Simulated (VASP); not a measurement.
# CO2 in VASP: notebook, part 2 of 2

VASP 6.6.1. Earlier steps stand in the parts before.

### 4 Single point, PBE

INCAR reads:

```
  PREC = Accurate
  ENCUT = 520
  EDIFF = 1E-7
  ISMEAR = -1
  SIGMA = 0.02
  LREAL = Auto
  LASPH = T
  NELM = 60
  ALGO = Normal
  ISIF = 2
  LWAVE = F
  LCHARG = F
  GGA = PE
  NBANDS = 101
```

KPOINTS reads:

```
regular mesh
0
Gamma
  1 1 1
```

POSCAR reads:

```
CO2
1.0
    8.4061180000      0.0000000000      0.0000000000
    0.0000000000      8.4061180000      0.0000000000
    0.0000000000      0.0000000000      8.4061180000
C O
10 20
Direct
    0.0572202294      0.0527948811      0.9689847323
    0.5302685496      0.7777549637      0.1693409491
    0.5322076136      0.1316779041      0.7735318491
    0.8248159257      0.7359758690      0.6004793176
    1.0770964671      0.5573083794      0.1961428569
    0.4658511812      0.2460826745      0.3442016874
    0.6907588021      0.3038501244      0.1423487036
    0.4476025676      0.6959455006      0.8114209199
    0.1569452154      0.4585826656      0.6663361138
   -0.0720070787      0.1206740139      0.4275695392
    0.0126812400      0.1802972549      0.9731245743
    0.0873649406     -0.0837366309      0.9345574259
    0.6308619508      0.7165733339      0.2347100053
    0.4122592616      0.8041524042      0.0914690943
    0.4055855509      0.1638925364      0.8514512882
    0.6540950294      0.1333314617      0.7087338055
    0.7547003266      0.7045582753      0.7263995105
    0.8799067536      0.7657161130      0.4833265486
    1.1316757628      0.6189182688      0.0838555918
    1.0248488065      0.4585350812      0.2778095668
    0.4985416574      0.1269432573      0.2836148624
    0.4498509300      0.3605112372      0.4145908968
    0.7327044422      0.1851627588      0.1046380743
    0.6402598679      0.4218713085      0.1716725842
    0.5043350569      0.5776031219      0.8734709648
    0.3963541792      0.8172024233      0.7629800105
    0.0894110694      0.3442492718      0.7105895968
    0.2100731872      0.5867155327      0.6252350966
   -0.1744443749      0.2096211355      0.4288781100
    0.0331901122      0.0415530688      0.4020524099
```

Potentials or basis: VASP PAW PBE potentials, release 64 (C, O).

The run is started by

```
cat potpaw_PBE.64/C/POTCAR potpaw_PBE.64/O/POTCAR > POTCAR
mpirun -np 1 vasp_gam > vasp.out
```

OUTCAR:

```text
PREC = Accurate
   ENCUT = 520
   EDIFF = 1E-7
   ISMEAR = -1
   LREAL = Auto
   LASPH = T
   NELM = 60
   ISIF = 2
   GGA = PE

 ion  position               nearest neighbor table
   1  0.057  0.053  0.969-  11 1.14  12 1.21
   2  0.530  0.778  0.169-  13 1.13  14 1.21
   3  0.532  0.132  0.774-  16 1.16  15 1.28
   4  0.825  0.736  0.600-  18 1.12  17 1.24
   5  0.077  0.557  0.196-  20 1.16  19 1.17
   6  0.466  0.246  0.344-  22 1.14  21 1.16
   7  0.691  0.304  0.142-  23 1.10  24 1.11
   8  0.448  0.696  0.811-  26 1.18  25 1.22
   9  0.157  0.459  0.666-  27 1.18  28 1.22
  10  0.928  0.121  0.428-  30 1.13  29 1.14
  11  0.013  0.180  0.973-   1 1.14
  12  0.087  0.916  0.935-   1 1.21
  13  0.631  0.717  0.235-   2 1.13
  14  0.412  0.804  0.091-   2 1.21
  15  0.406  0.164  0.851-   3 1.28
  16  0.654  0.133  0.709-   3 1.16
[... 12 lines left out ...]
  29  0.826  0.210  0.429-  10 1.14
  30  0.033  0.042  0.402-  10 1.13

  LATTYP: Found a simple cubic cell.
 ALAT       =     8.4061180000

  Lattice vectors:

[... 214 lines left out ...]
 fundamental gap:      5.5384483170
 Fermi energy:        -4.0255758343

 k-point     1 :       0.0000    0.0000    0.0000
  band No.  band energies     occupation
      1     -26.3359      2.00000
      2     -26.2658      2.00000
      3     -25.9976      2.00000
      4     -25.8991      2.00000
      5     -25.5979      2.00000
      6     -25.5839      2.00000
[... 84 lines left out ...]
     91       3.0929      0.00000
     92       3.1217      0.00000
 [bands above 92 left out]

------------------------ aborting loop because EDIFF is reached ----------------------------------------

  FORCE on cell =-STRESS in cart. coord.  units (eV):
  Direction    XX          YY          ZZ          XY          YZ          ZX
  --------------------------------------------------------------------------------------
  -------------------------------------------------------------------------------------
  Total       11.0842408     26.7316225      8.8042665    -11.1406544      6.1658300     -4.1157244
  in kB       29.8971706     72.1023560     23.7474682    -30.0493331     16.6308975    -11.1012125
  external PRESSURE =      41.9156650 kB  Pullay stress =       0.0000000 kB

 VOLUME and BASIS-vectors are now :
 -----------------------------------------------------------------------------
  energy-cutoff  :      520.00
  volume of cell :      594.00
      direct lattice vectors                 reciprocal lattice vectors
     8.406118000  0.000000000  0.000000000     0.118960976  0.000000000  0.000000000
     0.000000000  8.406118000  0.000000000     0.000000000  0.118960976  0.000000000
     0.000000000  0.000000000  8.406118000     0.000000000  0.000000000  0.118960976

 POSITION                                       TOTAL-FORCE (eV/Angst)
 -----------------------------------------------------------------------------------
      0.48100      0.44380      8.14540         1.170751     -6.585961     -2.374957
      4.45750      6.53790      1.42350        -6.008902      0.658965     -3.880395
      4.47380      1.10690      6.50240        -6.309867      2.719810      4.321651
      6.93350      6.18670      5.04770        -5.177061     -2.309913      9.258559
      0.64808      4.68480      1.64880         0.545857     -1.052934     -2.290837
      3.91600      2.06860      2.89340         0.490842     -1.854130     -0.137880
[... 22 lines left out ...]
      6.93972      1.76210      3.60520        -3.372763      2.552123      0.932728
      0.27900      0.34930      3.37970         4.680973     -3.624971     -0.396288
 -----------------------------------------------------------------------------------
    total drift:                               -0.008932     -0.001714      0.006486

  FREE ENERGIE OF THE ION-ELECTRON SYSTEM (eV)
  ---------------------------------------------------
  free  energy   TOTEN  =      -225.8552286558 eV

  energy  without entropy=     -225.8552286558  energy(sigma->0) =     -225.85522866
```

OSZICAR:

```text
N       E                     dE             d eps       ncg     rms          rms(c)
DAV:   1     0.154933257968E+04    0.15493E+04   -0.91504E+04   210   0.148E+03
DAV:   2    -0.847945225540E+02   -0.16341E+04   -0.15842E+04   260   0.365E+02
DAV:   3    -0.240117258062E+03   -0.15532E+03   -0.15421E+03   236   0.123E+02
[... 12 lines left out ...]
DAV:  16    -0.225855230330E+03    0.75376E-05   -0.10133E-05   244   0.184E-02    0.325E-03
DAV:  17    -0.225855229069E+03    0.12610E-05   -0.40540E-06   236   0.925E-03    0.215E-03
DAV:  18    -0.225855228785E+03    0.28359E-06   -0.86025E-07   244   0.399E-03    0.119E-03
DAV:  19    -0.225855228658E+03    0.12740E-06   -0.12343E-07   156   0.222E-03    0.589E-04
DAV:  20    -0.225855228656E+03    0.19591E-08   -0.76697E-08   156   0.111E-03
   1 F= -.22585523E+03 E0= -.22585523E+03  d E =-.162761E-10
```

Run time: 2.3 min. Hardware: 1 thread of AMD EPYC 7R13 (Zen 3), shared host; peak memory 0.55 GiB.

Results:

```
Free energy            : -225.8552 eV
Pressure               : 4.2 GPa
Largest force          : 10.856 eV/Å
Band gap on the k mesh : 5.54 eV
```

Forces on the atoms (eV/Å):
```
C    1.171 -6.586 -2.375
C   -6.009  0.659 -3.880
C   -6.310  2.720  4.322
C   -5.177 -2.310  9.259
C    0.546 -1.053 -2.291
C    0.491 -1.854 -0.138
C    0.472  0.138 -0.537
C    1.281 -2.062  1.793
C    0.232  2.948 -0.606
C   -1.050  1.302 -0.516
O   -0.742  4.222  1.070
O   -0.222  2.386  1.281
O    4.044 -0.803  2.761
O    2.031  0.843  1.740
O    5.365 -1.874 -3.493
O    0.872 -0.788 -0.668
O    2.564  0.988 -3.773
O    2.871  1.279 -5.561
O    0.258  1.360  0.081
O   -0.844 -0.502  2.239
O   -0.451 -2.159 -0.999
O   -1.322  3.658  2.277
O    3.317 -8.108 -2.659
O   -2.967  7.855  1.999
O   -1.738  2.547 -1.906
O    0.398 -0.691 -0.225
O    0.549  0.090 -0.423
O   -0.938 -3.131  0.694
O   -3.373  2.552  0.933
O    4.681 -3.625 -0.396
```

Stress tensor (GPa, compression positive):
```
 2.99 -3.00 -1.11
-3.00  7.21  1.66
-1.11  1.66  2.37
```

Caveat: the k points lie up to 0.75 Å⁻¹ apart.

### 5 Single point, PBE

INCAR reads:

```
SYSTEM = CO2
PREC = Accurate
ENCUT = 520
EDIFF = 1E-6
ISMEAR = -1
SIGMA = 0.02
LREAL = Auto
LASPH = .TRUE.
NELM = 80
ALGO = Normal
ISIF = 2
LWAVE = .FALSE.
LCHARG = .TRUE.
GGA = PE
LELF = .TRUE.
LVHAR = .TRUE.
NBANDS = 101
```

KPOINTS reads:

```
regular mesh
0
G
  1 1 1
  0 0 0
```

POSCAR reads:

```
CO2
1.0
    8.4061180000      0.0000000000      0.0000000000
    0.0000000000      8.4061180000      0.0000000000
    0.0000000000      0.0000000000      8.4061180000
C O
10 20
Direct
    0.0358191498      0.0108016566      0.9139058005
    0.5818381327      0.7475150837      0.1617393427
    0.5398092199      0.1797024500      0.8446110321
    0.7884971398      0.7492162256      0.6041552117
    1.0841865413      0.4804120047      0.2054099169
    0.4313881866      0.2404796126      0.3795806816
    0.7434942027      0.2252169194      0.1444781051
    0.4018382802      0.6774708611      0.7299445475
    0.0944907031      0.4653991295      0.6415922308
   -0.0115511108      0.1397910427      0.4422374275
    0.0044015561      0.1404572241      0.9453828747
    0.0546506723     -0.1100745909      0.8464073428
    0.6949224363      0.6747347587      0.2234325048
    0.4676118037      0.8129555164      0.1429910929
    0.4197775953      0.1905278988      0.9024974429
    0.6778872245      0.1570641764      0.8065078316
    0.7320858451      0.7603985573      0.7281839251
    0.8632403209      0.7327996110      0.4877518969
    1.1081214896      0.5549291599      0.0978097143
    1.0730280017      0.3786765782      0.2999244122
    0.4716445808      0.1311068914      0.3034575532
    0.3975794772      0.3479132698      0.4618540925
    0.7512861466      0.0901843158      0.0983569348
    0.6992050314      0.3574420440      0.1541972168
    0.4279502144      0.5817429639      0.8243162896
    0.3677321684      0.7839647266      0.6469335786
    0.0590165401      0.3507445411      0.7208916173
    0.1373523427      0.5723926312      0.5724759039
   -0.0973219743      0.2413718199      0.4797815115
    0.0833321636      0.0445389893      0.3989475285
```

The run is started by

```
cat potpaw_PBE.64/C/POTCAR potpaw_PBE.64/O/POTCAR > POTCAR
mpirun -np 1 vasp_gam > vasp.out
```

It took 2.6 min on 1 thread of AMD EPYC 7R13 (Zen 3), shared host; peak memory 0.54 GiB.

The run converged. Its results:

| Item | Value |
| --- | --- |
| Free energy | -226.7900 eV |
| Pressure | 3.7 GPa |
| Largest force | 11.152 eV/Å |
| Band gap on the k mesh | 5.49 eV |

Forces on the atoms (eV/Å):
```
C   -0.174 -1.105 -2.203
C    8.465 -5.467  4.778
C    8.423 -1.507 -2.231
C    2.017 -0.416 -1.799
C   -0.247 -4.076  3.276
C    0.257 -0.082  0.389
C   -1.638 -2.300 -2.358
C   -0.771  2.170 -0.817
C   -1.637 -6.038  4.337
C    1.599 -1.406 -0.712
O    0.288  2.084  1.607
O    0.492 -1.065  0.553
O   -3.064  2.270 -2.886
O   -5.554  3.337 -2.107
O   -5.503  0.744  1.919
O   -3.228  0.827 -0.239
O   -1.828  0.371  2.576
O   -0.190  0.195 -0.627
O    0.788  4.565 -4.904
O   -0.004  0.211  0.681
O   -0.126 -0.357 -0.331
O   -0.197  0.382  0.165
O    0.606  1.471  2.128
O    0.833  0.479  0.859
O    0.696 -2.321  1.589
O    0.299  0.392 -0.683
O    0.624  2.347 -1.384
O    1.247  3.881 -2.607
O   -1.759 -0.015  0.602
O   -0.713  0.428  0.429
```

Stress tensor (GPa, compression positive):
```
 3.04  0.14 -1.69
 0.14  3.80 -1.62
-1.69 -1.62  4.39
```

Levels at points of the mesh, in eV from the valence-band top:
```csv
k point,band 76,band 77,band 78,band 79,band 80,band 81,band 82,band 83,band 84,band 85
"(0.00, 0.00, 0.00)",-0.20,-0.13,-0.07,-0.01,0.00,5.49,6.25,6.71,6.98,7.05
```

Caveat: the k points lie up to 0.75 Å⁻¹ apart.
